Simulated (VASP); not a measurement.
# Ba in VASP: a series of runs

The runs below take Ba through electric field gradients, with PBE, PBEsol.

All numbers are computed with VASP 6.6.1; they aren't measurements. Logs are shortened: lines on timing, memory, paths and dates and some standing lists are left out, and cuts for length are marked.

**1. The cell of the first run**

The structure is tetragonal, space group I4/mmm (No. 139). The conventional cell has a = 5.051 Å, b = 5.051 Å, c = 4.900 Å, α = 90.00°, β = 90.00°, γ = 90.00°. Within 5.7 Å of Ba (site symmetry 4/mmm) lie 14 Ba at 4.33 to 5.05 Å.

**2. Electric field gradients, PBE (z stretched by -2 % at fixed volume)**

INCAR reads:

```
SYSTEM = Ba
PREC = Accurate
ENCUT = 520
EDIFF = 1E-8
ISMEAR = -1
SIGMA = 0.05
LREAL = .False.
LASPH = .True.
NELM = 60
ALGO = Normal
ISIF = 2
LWAVE = .False.
LCHARG = .False.
GGA = PE
LEFG = .True.
NBANDS = 11
```

KPOINTS reads:

```
Automatic mesh
0
Gamma
  10 10 10
  0 0 0
```

POSCAR reads:

```
Ba
1.0
   -2.5253813615      2.5253813615      2.4500000000
    2.5253813615     -2.5253813615      2.4500000000
    2.5253813615      2.5253813615     -2.4500000000
Ba
1
Direct
    0.0000000000      0.0000000000      0.0000000000
```

Potentials or basis: VASP PAW PBE potentials, release 64 (Ba_sv).

The run is started by

```console
cat potpaw_PBE.64/Ba_sv/POTCAR > POTCAR
mpirun -np 1 vasp_std > vasp.out
```

OUTCAR:

```text
SYSTEM = Ba
   PREC = Accurate
   ENCUT = 520
   EDIFF = 1E-8
   ISMEAR = -1
   LREAL = .False.
   LASPH = .True.
   NELM = 60
   ISIF = 2
   GGA = PE

 ion  position               nearest neighbor table
   1  0.000  0.000  0.000-

  LATTYP: Found a body centered tetragonal cell.
 ALAT       =     5.0507627230
 C/A-ratio  =     0.9701505037

  Lattice vectors:

 A1 = (  -2.5253813615,   2.5253813615,   2.4500000000)
 A2 = (   2.5253813615,  -2.5253813615,   2.4500000000)
 A3 = (   2.5253813615,   2.5253813615,  -2.4500000000)

Analysis of symmetry for initial positions (statically):
=====================================================================
 Subroutine PRICEL returns:
 Original cell was already a primitive cell.

 Routine SETGRP: Setting up the symmetry group for a
 body centered tetragonal supercell.

 Subroutine GETGRP returns: Found 16 space group operations
 (whereof 16 operations were pure point group operations)
 out of a pool of 16 trial point group operations.

The static configuration has the point symmetry D_4h.

Analysis of symmetry for dynamics (positions and initial velocities):
=====================================================================
 Subroutine PRICEL returns:
 Original cell was already a primitive cell.

 Routine SETGRP: Setting up the symmetry group for a
 body centered tetragonal supercell.

 Subroutine GETGRP returns: Found 16 space group operations
 (whereof 16 operations were pure point group operations)
 out of a pool of 16 trial point group operations.

The dynamic configuration has the point symmetry D_4h.

 Subroutine INISYM returns: Found 16 space group operations
 (whereof 16 operations are pure point group operations),
 and found     1 'primitive' translations

----------------------------------------------------------------------------------------

                                     Primitive cell

  volume of cell :      62.5000

  direct lattice vectors                    reciprocal lattice vectors
    -2.525381362  2.525381362  2.450000000     0.000000000  0.197989899  0.204081633
     2.525381362 -2.525381362  2.450000000     0.197989899  0.000000000  0.204081633
     2.525381362  2.525381362 -2.450000000     0.197989899  0.197989899  0.000000000

  length of vectors
     4.331004738  4.331004738  4.331004738     0.284340136  0.284340136  0.280000000

  position of ions in fractional coordinates (direct lattice)
     0.000000000  0.000000000  0.000000000

  ion indices of the primitive-cell ions
   primitive index   ion index
                 1           1

----------------------------------------------------------------------------------------

 KPOINTS: Automatic mesh

Automatic generation of k-mesh.
 Grid dimensions read from file:
 generate k-points for:   10   10   10

 Generating k-lattice:

  Cartesian coordinates                     Fractional coordinates (reciprocal lattice)
     0.000000000  0.019798990  0.020408163     0.100000000 -0.000000000  0.000000000
     0.019798990  0.000000000  0.020408163    -0.000000000  0.100000000  0.000000000
     0.019798990  0.019798990  0.000000000     0.000000000  0.000000000  0.100000000

  Length of vectors
     0.028434014  0.028434014  0.028000000

  Shift w.r.t. Gamma in fractional coordinates (k-lattice)
     0.000000000  0.000000000  0.000000000

 Subroutine IBZKPT returns following result:
 ===========================================

 Found    102 irreducible k-points:

 Following reciprocal coordinates:
            Coordinates               Weight
  0.000000  0.000000  0.000000      1.000000
  0.100000  0.000000 -0.000000      8.000000
  0.200000  0.000000 -0.000000      8.000000
  0.300000  0.000000  0.000000      8.000000
  0.400000 -0.000000  0.000000      8.000000
  0.500000  0.000000 -0.000000      4.000000
[... 16 lines left out ...]
  0.300000  0.300000  0.000000      8.000000
  0.400000  0.300000  0.000000     16.000000
 [... further k-points ...]
   k-points           NKPTS =    102   k-points in BZ     NKDIM =    102   number of bands    NBANDS=     11
   number of dos      NEDOS =    301   number of ions     NIONS =      1
   total plane-waves  NPLWV =  32768
   dimension x,y,z NGX =    32 NGY =   32 NGZ =   32
   dimension x,y,z NGXF=    64 NGYF=   64 NGZF=   64
   ions per type =               1
   NGX,Y,Z   is equivalent  to a cutoff of  12.28, 12.28, 12.28 a.u.
   NGXF,Y,Z  is equivalent  to a cutoff of  24.57, 24.57, 24.57 a.u.
 SYSTEM =  Ba
   PREC   = accura    normal or accurate (medium, high low for compatibility)
   ISTART =      0    job   : 0-new  1-cont  2-samecut
   ICHARG =      2    charge: 1-file 2-atom 10-const
   ISPIN  =      1    spin polarized calculation?
   LNONCOLLINEAR =      F non collinear calculations
   LSORBIT =      F    spin-orbit coupling
   LASPH  =      T    aspherical Exc in radial PAW
   ENCUT  =  520.0 eV  38.22 Ry    6.18 a.u.   8.05  8.05  8.05*2*pi/ulx,y,z
   NELM   =     60;   NELMIN=  2; NELMDL= -5     # of ELM steps
   EDIFF  = 0.1E-07   stopping-criterion for ELM
   LREAL  =      F    real-space projection
   EDIFFG = 0.1E-06   stopping-criterion for IOM
   NSW    =      0    number of steps for IOM
   IBRION =     -1    ionic relax: 0-MD 1-quasi-New 2-CG
   NFREE  =      0    steps in history (QN), initial steepest desc. (CG)
   ISIF   =      2    stress and relaxation
   ISYM   =      2    0-nonsym 1-usesym 2-fastsym
   POTIM  = 0.5000    time-step for ionic-motion
   TEBEG  =    0.0;   TEEND  =   0.0 temperature during run
   PSTRESS=    0.0 pullay stress
   NELECT =      10.0000    total number of electrons
   NUPDOWN=      -1.0000    fix difference up-down
   EMIN   =  10.00;   EMAX   =-10.00  energy-range for DOS
   EFERMI =   0.00;   METHOD = LEGACY
   ISMEAR =    -1;   SIGMA  =   0.05  broadening in eV -4-tet -1-fermi 0-gaus
   EFERMI_NEDOS =   21; number of points for ismear=-14 and -15
   IALGO  =     38    algorithm
   IMIX   =      4    mixing-type and parameters
     AMIX     =   0.40;   BMIX     =  1.00
     AMIX_MAG =   1.60;   BMIX_MAG =  1.00
  volume/ion in A,a.u.               =      62.50       421.77
  Fermi-wavevector in a.u.,A,eV,Ry     =   0.888754  1.679501 10.747016  0.789883
  Thomas-Fermi vector in A             =   2.010225
   LORBIT       =      0    0 simple, 1 ext, 2 COOP (PROOUT), +10 PAW based schemes
   GGA     = PE    functional components
   LHFCALC =     F    Hartree Fock is set to
   AEXX    =    0.0000 exact exchange contribution
   IVDW    =     0    specifies the selected vdW correction
   LEPSILON=     F    determine dielectric tensor
   LRPA    =     F    only Hartree local field effects (RPA)
 non-spin polarized calculation
  energy-cutoff  :      520.00
  volume of cell :       62.50
 maximum number of plane-waves:      1717
   NGX = 17   NGY = 17   NGZ = 17

 number of electron      10.0000000 magnetization

 number of electron       9.9999999 magnetization

 Free energy of the ion-electron system (eV)
  ---------------------------------------------------
  ext. energy  EPLUGINS =         0.00000000
  ---------------------------------------------------
  free energy    TOTEN  =        -1.91107371 eV

  energy without entropy =       -1.89979851  energy(sigma->0) =       -1.90543611

 E-fermi :   1.6632     XC(G=0):  -7.4341

 val. band max:        1.6564449746   @ k =   0.4000   0.3000   0.0000
 cond. band min:       1.6757942779   @ k =  -0.3000  -0.4000   0.1000
 fundamental gap:      0.0193493033
 Fermi energy:         1.6631856321

 k-point     1 :       0.0000    0.0000    0.0000
  band No.  band energies     occupation
      1     -27.1973      2.00000
      2     -12.1428      2.00000
      3     -12.1428      2.00000
      4     -12.1416      2.00000
      5      -1.0816      2.00000
      6       3.3925      0.00000
      7       3.5785      0.00000
      8       3.5785      0.00000
      9       4.7847      0.00000
     10       5.0586      0.00000
     11       8.5545      0.00000

 k-point     2 :       0.1000    0.0000   -0.0000
  band No.  band energies     occupation
      1     -27.1930      2.00000
      2     -12.1905      2.00000
      3     -12.1580      2.00000
      4     -12.1430      2.00000
      5      -0.8916      2.00000
      6       3.3100      0.00000
      7       3.4781      0.00000
      8       3.6957      0.00000
      9       4.6990      0.00000
     10       4.9151      0.00000
     11       8.8589      0.00000
[... 295 lines left out ...]
 k-point    24 :       0.4000    0.3000    0.0000
  band No.  band energies     occupation
      1     -27.1477      2.00000
      2     -12.5099      2.00000
      3     -12.4186      2.00000
      4     -12.1998      2.00000
      5       1.6564      1.06730
      6       2.1448      0.00013
      7       2.3607      0.00000
      8       5.0471      0.00000
      9       5.2283      0.00000
     10       6.6829      0.00000
     11       7.7726      0.00000

 [... further k-points ...]

------------------------ aborting loop because EDIFF is reached ----------------------------------------

  FORCE on cell =-STRESS in cart. coord.  units (eV):
  Direction    XX          YY          ZZ          XY          YZ          ZX
  --------------------------------------------------------------------------------------
  -------------------------------------------------------------------------------------
  Total        0.0435397      0.0435397      0.1068111      0.0000000     -0.0000000      0.0000000
  in kB        1.1161331      1.1161331      2.7380850      0.0000000     -0.0000000      0.0000000
  external PRESSURE =       1.6567837 kB  Pullay stress =       0.0000000 kB

 VOLUME and BASIS-vectors are now :
 -----------------------------------------------------------------------------
  energy-cutoff  :      520.00
  volume of cell :       62.50
      direct lattice vectors                 reciprocal lattice vectors
    -2.525381362  2.525381362  2.450000000     0.000000000  0.197989899  0.204081633
     2.525381362 -2.525381362  2.450000000     0.197989899  0.000000000  0.204081633
     2.525381362  2.525381362 -2.450000000     0.197989899  0.197989899  0.000000000

 POSITION                                       TOTAL-FORCE (eV/Angst)
 -----------------------------------------------------------------------------------
      0.00000      0.00000      0.00000         0.000000      0.000000      0.000000
 -----------------------------------------------------------------------------------
    total drift:                                0.000000      0.000000     -0.000000

  FREE ENERGIE OF THE ION-ELECTRON SYSTEM (eV)
  ---------------------------------------------------
  free  energy   TOTEN  =        -1.9110737057 eV

  energy  without entropy=       -1.8997985116  energy(sigma->0) =       -1.90543611

 Electric field gradients (V/A^2)
---------------------------------------------------------------------
 ion       V_xx      V_yy      V_zz      V_xy      V_xz      V_yz
---------------------------------------------------------------------
   1      -0.313    -0.313     0.627     0.000     0.000     0.000
---------------------------------------------------------------------

 Electric field gradients after diagonalization (V/A^2)
 (convention: |V_zz| > |V_xx| > |V_yy|)
----------------------------------------------------------------------
 ion       V_xx      V_yy      V_zz     asymmetry (V_yy - V_xx)/ V_zz
----------------------------------------------------------------------
   1      -0.313    -0.313     0.627       0.000
----------------------------------------------------------------------

           NMR quadrupolar parameters

 Cq : quadrupolar parameter    Cq=e*Q*V_zz/h
 eta: asymmetry parameters     (V_yy - V_xx)/ V_zz
 Q  : nuclear electric quadrupole moment in mb (millibarn)
----------------------------------------------------------------------
 ion       Cq(MHz)       eta       Q (mb)
----------------------------------------------------------------------
   1       0.002       0.000       1.000
----------------------------------------------------------------------
```

Wall time 30 s (1 thread of AMD EPYC 9R45 (Zen 5), shared host); peak memory 0.18 GiB.

Results:

```yaml
Free_energy: -1.9111 eV
Pressure: 0.2 GPa
Band_gap_on_the_k_mesh: zero (band 5 reaches 2.06 eV, above the bottom of band 6 at 1.14 eV)
```

Electric field gradients, principal values (V/Å²):
```tsv
atom	least	middle	greatest (by size)
1 Ba	-0.313	-0.313	0.627
```

Caveat: without QUAD_EFG the Cq values of the log hold for a quadrupole moment of 1 mb, not for the nuclei; spin-orbit coupling is left out, which moves the levels of the heavy elements.

(Continued in part 2 of 2.)
